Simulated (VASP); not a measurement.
# Na (P-1) in VASP: single point with PBE

Aim: the single point of Na with PBE.

All numbers are computed with VASP 6.6.1; they aren't measurements. Logs are shortened: lines on timing, memory, paths and dates and some standing lists are left out, and cuts for length are marked.

## 1. The cell of the first run

The typed cell holds 1 atom: a = 3.736 Å, b = 3.604 Å, c = 3.719 Å, α = 107.18°, β = 110.23°, γ = 112.18°.

## 2. Single point, PBE

The input, INCAR:

```
ALGO     = Fast           # electronic algorithm
EDIFF    = 1E-6           # SCF threshold, eV
ENCUT    = 520            # plane-wave cutoff, eV
GGA      = PE             # functional
ISIF     = 2              # what is computed and relaxed
ISMEAR   = -1             # smearing method
LASPH    = T              # aspherical terms in the spheres
LCHARG   = T              # write CHGCAR
LELF     = T              # ELF
LREAL    = F              # projectors in reciprocal space
LVHAR    = T            
LWAVE    = F              # write WAVECAR
NBANDS   = 10             # bands
NELM     = 60             # most SCF steps
PREC     = Accurate       # precision mode
SIGMA    = 0.05           # smearing width, eV
```

The input, KPOINTS:

```
k-points
0
Gamma
  9 9 9
```

The input, POSCAR:

```
Na
1.0
   -2.2246664200      2.1394263800      2.1050143500
    2.1233106100     -2.1259611600      1.9901933200
    2.2228803000      2.1241750400     -2.0915491300
Na
1
Direct
    0.0000000000      0.0000000000      0.0000000000
```

Potentials or basis: VASP PAW PBE potentials, release 64 (Na_pv).

The run is started by

```console
$ cat potpaw_PBE.64/Na_pv/POTCAR > POTCAR
$ mpirun -np 1 vasp_std > vasp.out
```

OUTCAR:

```text
EDIFF = 1E-6
   ENCUT = 520
   GGA = PE
   ISIF = 2
   ISMEAR = -1
   LASPH = T
   LREAL = F
   NELM = 60
   PREC = Accurate

 ion  position               nearest neighbor table
   1  0.000  0.000  0.000-

  LATTYP: Found a triclinic cell.
 ALAT       =     3.7359565481
 B/A-ratio  =     1.1636572588
 C/A-ratio  =     1.1412400016
 COS(alpha) =     0.0009032854
 COS(beta)  =     0.5746842701
 COS(gamma) =     0.6086841095

  Lattice vectors:

 A1 = (   2.2246664200,  -2.1394263800,  -2.1050143500)
 A2 = (   4.3461909100,  -0.0017861200,  -0.1013558100)
 A3 = (   0.0017861200,  -4.2636014200,  -0.0134652200)

Analysis of symmetry for initial positions (statically):
=====================================================================
 Subroutine PRICEL returns:
 Original cell was already a primitive cell.

 Routine SETGRP: Setting up the symmetry group for a
 triclinic supercell.

 Subroutine GETGRP returns: Found  2 space group operations
 (whereof  2 operations were pure point group operations)
 out of a pool of  2 trial point group operations.

The static configuration has the point symmetry S_2 .

Analysis of symmetry for dynamics (positions and initial velocities):
=====================================================================
 Subroutine PRICEL returns:
 Original cell was already a primitive cell.

 Routine SETGRP: Setting up the symmetry group for a
 triclinic supercell.

 Subroutine GETGRP returns: Found  2 space group operations
 (whereof  2 operations were pure point group operations)
 out of a pool of  2 trial point group operations.

The dynamic configuration has the point symmetry S_2 .

 Subroutine INISYM returns: Found  2 space group operations
 (whereof  2 operations are pure point group operations),
 and found     1 'primitive' translations

----------------------------------------------------------------------------------------

                                     Primitive cell

  volume of cell :      37.9207

  direct lattice vectors                    reciprocal lattice vectors
    -2.224666420  2.139426380  2.105014350     0.005776091  0.233776707  0.243562150
     2.123310610 -2.125961160  1.990193320     0.235917079 -0.000690806  0.250029046
     2.222880300  2.124175040 -2.091549130     0.230297888  0.234624412  0.004928385

  length of vectors
     3.735956548  3.604029447  3.718587661     0.337649867  0.343761355  0.328800884

  position of ions in fractional coordinates (direct lattice)
     0.000000000  0.000000000  0.000000000

  ion indices of the primitive-cell ions
   primitive index   ion index
                 1           1

----------------------------------------------------------------------------------------

 KPOINTS: k-points

Automatic generation of k-mesh.
 Grid dimensions read from file:
 generate k-points for:    9    9    9

 Generating k-lattice:

  Cartesian coordinates                     Fractional coordinates (reciprocal lattice)
     0.000641788  0.025975190  0.027062461     0.111111111  0.000000000 -0.000000000
     0.026213009 -0.000076756  0.027781005    -0.000000000  0.111111111  0.000000000
     0.025588654  0.026069379  0.000547598    -0.000000000  0.000000000  0.111111111

  Length of vectors
     0.037516652  0.038195706  0.036533432

  Shift w.r.t. Gamma in fractional coordinates (k-lattice)
     0.000000000  0.000000000  0.000000000

 Subroutine IBZKPT returns following result:
 ===========================================

 Found    365 irreducible k-points:

 Following reciprocal coordinates:
            Coordinates               Weight
  0.000000  0.000000  0.000000      1.000000
  0.111111  0.000000 -0.000000      2.000000
  0.222222  0.000000 -0.000000      2.000000
  0.333333  0.000000 -0.000000      2.000000
  0.444444  0.000000 -0.000000      2.000000
 -0.000000  0.111111 -0.000000      2.000000
[... 16 lines left out ...]
 -0.111111  0.222222  0.000000      2.000000
 -0.000000  0.333333  0.000000      2.000000
 [... further k-points ...]
   k-points           NKPTS =    365   k-points in BZ     NKDIM =    365   number of bands    NBANDS=     10
   number of dos      NEDOS =    301   number of ions     NIONS =      1
   total plane-waves  NPLWV =  21952
   dimension x,y,z NGX =    28 NGY =   28 NGZ =   28
   dimension x,y,z NGXF=    56 NGYF=   56 NGZF=   56
   ions per type =               1
   NGX,Y,Z   is equivalent  to a cutoff of  12.46, 12.92, 12.52 a.u.
   NGXF,Y,Z  is equivalent  to a cutoff of  24.92, 25.83, 25.04 a.u.
 SYSTEM =  unknown system
   PREC   = accura    normal or accurate (medium, high low for compatibility)
   ISTART =      0    job   : 0-new  1-cont  2-samecut
   ICHARG =      2    charge: 1-file 2-atom 10-const
   ISPIN  =      1    spin polarized calculation?
   LNONCOLLINEAR =      F non collinear calculations
   LSORBIT =      F    spin-orbit coupling
   LASPH  =      T    aspherical Exc in radial PAW
   ENCUT  =  520.0 eV  38.22 Ry    6.18 a.u.   6.95  6.70  6.91*2*pi/ulx,y,z
   NELM   =     60;   NELMIN=  2; NELMDL= -5     # of ELM steps
   EDIFF  = 0.1E-05   stopping-criterion for ELM
   LREAL  =      F    real-space projection
   EDIFFG = 0.1E-04   stopping-criterion for IOM
   NSW    =      0    number of steps for IOM
   IBRION =     -1    ionic relax: 0-MD 1-quasi-New 2-CG
   NFREE  =      0    steps in history (QN), initial steepest desc. (CG)
   ISIF   =      2    stress and relaxation
   ISYM   =      2    0-nonsym 1-usesym 2-fastsym
   POTIM  = 0.5000    time-step for ionic-motion
   TEBEG  =    0.0;   TEEND  =   0.0 temperature during run
   PSTRESS=    0.0 pullay stress
   NELECT =       7.0000    total number of electrons
   NUPDOWN=      -1.0000    fix difference up-down
   EMIN   =  10.00;   EMAX   =-10.00  energy-range for DOS
   EFERMI =   0.00;   METHOD = LEGACY
   ISMEAR =    -1;   SIGMA  =   0.05  broadening in eV -4-tet -1-fermi 0-gaus
   EFERMI_NEDOS =   21; number of points for ismear=-14 and -15
   IALGO  =     68    algorithm
   IMIX   =      4    mixing-type and parameters
     AMIX     =   0.40;   BMIX     =  1.00
     AMIX_MAG =   1.60;   BMIX_MAG =  1.00
  volume/ion in A,a.u.               =      37.92       255.90
  Fermi-wavevector in a.u.,A,eV,Ry     =   0.932142  1.761493 11.821953  0.868889
  Thomas-Fermi vector in A             =   2.058709
   LORBIT       =      0    0 simple, 1 ext, 2 COOP (PROOUT), +10 PAW based schemes
   GGA     = PE    functional components
   LHFCALC =     F    Hartree Fock is set to
   AEXX    =    0.0000 exact exchange contribution
   IVDW    =     0    specifies the selected vdW correction
   LEPSILON=     F    determine dielectric tensor
   LRPA    =     F    only Hartree local field effects (RPA)
 non-spin polarized calculation
 RMM-DIIS sequential band-by-band and
  energy-cutoff  :      520.00
  volume of cell :       37.92
 maximum number of plane-waves:      1037
   NGX = 13   NGY = 13   NGZ = 13

 number of electron       6.9999999 magnetization

 Free energy of the ion-electron system (eV)
  ---------------------------------------------------
  ext. energy  EPLUGINS =         0.00000000
  ---------------------------------------------------
  free energy    TOTEN  =        -1.31492164 eV

  energy without entropy =       -1.31201401  energy(sigma->0) =       -1.31346782

 E-fermi :   0.2882     XC(G=0):  -6.4433

 val. band max:        0.2855489933   @ k =  -0.2222  -0.3333   0.4444
 cond. band min:       0.3475092719   @ k =  -0.4444   0.1111   0.4444
 fundamental gap:      0.0619602786
 Fermi energy:         0.2881646945

 k-point     1 :       0.0000    0.0000    0.0000
  band No.  band energies     occupation
      1     -24.6561      2.00000
      2     -24.6554      2.00000
      3     -24.6551      2.00000
      4      -2.9658      2.00000
      5      11.3567      0.00000
      6      11.6620      0.00000
      7      12.2755      0.00000
      8      12.6229      0.00000
      9      12.8351      0.00000
     10      12.9982      0.00000

 k-point     2 :       0.1111    0.0000   -0.0000
  band No.  band energies     occupation
      1     -24.6596      2.00000
      2     -24.6567      2.00000
      3     -24.6557      2.00000
      4      -2.7472      2.00000
      5       9.8773      0.00000
      6      10.4216      0.00000
      7      10.7375      0.00000
      8      11.5887      0.00000
      9      12.5135      0.00000
     10      13.7043      0.00000

 k-point     3 :       0.2222    0.0000   -0.0000
  band No.  band energies     occupation
      1     -24.6694      2.00000
      2     -24.6599      2.00000
      3     -24.6560      2.00000
      4      -2.0971      2.00000
      5       7.0468      0.00000
      6       9.2853      0.00000
      7       9.7285      0.00000
      8      10.5420      0.00000
      9      11.6264      0.00000
     10      14.3500      0.00000

 k-point     4 :       0.3333    0.0000   -0.0000
  band No.  band energies     occupation
      1     -24.6805      2.00000
      2     -24.6636      2.00000
      3     -24.6562      2.00000
      4      -1.0308      2.00000
      5       4.5084      0.00000
      6       8.4920      0.00000
      7       9.0372      0.00000
      8       9.8462      0.00000
      9      10.8600      0.00000
     10      15.2238      0.00000
[... 222 lines left out ...]
 k-point    22 :      -0.2222    0.2222   -0.0000
  band No.  band energies     occupation
      1     -24.6697      2.00000
      2     -24.6596      2.00000
      3     -24.6551      2.00000
      4      -2.1426      2.00000
      5       6.5488      0.00000
      6       9.8800      0.00000
      7      10.5061      0.00000
      8      11.2029      0.00000
      9      11.6571      0.00000
     10      13.6535      0.00000

 k-point    23 :      -0.1111    0.2222    0.0000
  band No.  band energies     occupation
      1     -24.6680      2.00000
      2     -24.6582      2.00000
      3     -24.6558      2.00000
      4      -2.3199      2.00000
      5       7.9256      0.00000
      6       9.1043      0.00000
      7      10.4905      0.00000
      8      11.2698      0.00000
      9      12.2884      0.00000
     10      13.7581      0.00000

 k-point    24 :      -0.0000    0.3333    0.0000
  band No.  band energies     occupation
      1     -24.6837      2.00000
      2     -24.6658      2.00000
      3     -24.6550      2.00000
      4      -0.9616      2.00000
      5       4.7637      0.00000
      6       8.6175      0.00000
      7       9.3490      0.00000
      8       9.5708      0.00000
      9      10.6279      0.00000
     10      14.0794      0.00000

 [... further k-points ...]
[... 5 lines left out ...]
  --------------------------------------------------------------------------------------
  -------------------------------------------------------------------------------------
  Total       -0.0874741     -0.0586240     -0.0652629     -0.0002534     -0.0111147      0.0808878
  in kB       -3.6958490     -2.4769087     -2.7574080     -0.0107058     -0.4696029      3.4175731
  external PRESSURE =      -2.9767219 kB  Pullay stress =       0.0000000 kB

 VOLUME and BASIS-vectors are now :
 -----------------------------------------------------------------------------
  energy-cutoff  :      520.00
  volume of cell :       37.92
      direct lattice vectors                 reciprocal lattice vectors
    -2.224666420  2.139426380  2.105014350     0.005776091  0.233776707  0.243562150
     2.123310610 -2.125961160  1.990193320     0.235917079 -0.000690806  0.250029046
     2.222880300  2.124175040 -2.091549130     0.230297888  0.234624412  0.004928385

 POSITION                                       TOTAL-FORCE (eV/Angst)
 -----------------------------------------------------------------------------------
      0.00000      0.00000      0.00000        -0.000000     -0.000000      0.000000
 -----------------------------------------------------------------------------------
    total drift:                               -0.000000     -0.000000     -0.000000

  FREE ENERGIE OF THE ION-ELECTRON SYSTEM (eV)
  ---------------------------------------------------
  free  energy   TOTEN  =        -1.3149216358 eV

  energy  without entropy=       -1.3120140121  energy(sigma->0) =       -1.31346782
```

Wall time 40 s (1 thread of Intel Xeon 6975P-C (Granite Rapids), shared host); peak memory 0.23 GiB.

Results:

| Property | Result |
| --- | --- |
| Free energy | -1.3149 eV |
| Pressure | -0.3 GPa |

Stress tensor (GPa, compression positive):
```
-0.37  0.00  0.34
 0.00 -0.25 -0.05
 0.34 -0.05 -0.28
```

Levels at points of the mesh, in eV from the Fermi level:
| k point | band 1 | band 2 | band 3 | band 4 | band 5 | band 6 | band 7 | band 8 |
| --- | --- | --- | --- | --- | --- | --- | --- | --- |
| (0.00, 0.00, 0.00) | -24.94 | -24.94 | -24.94 | -3.25 | 11.07 | 11.37 | 11.99 | 12.33 |
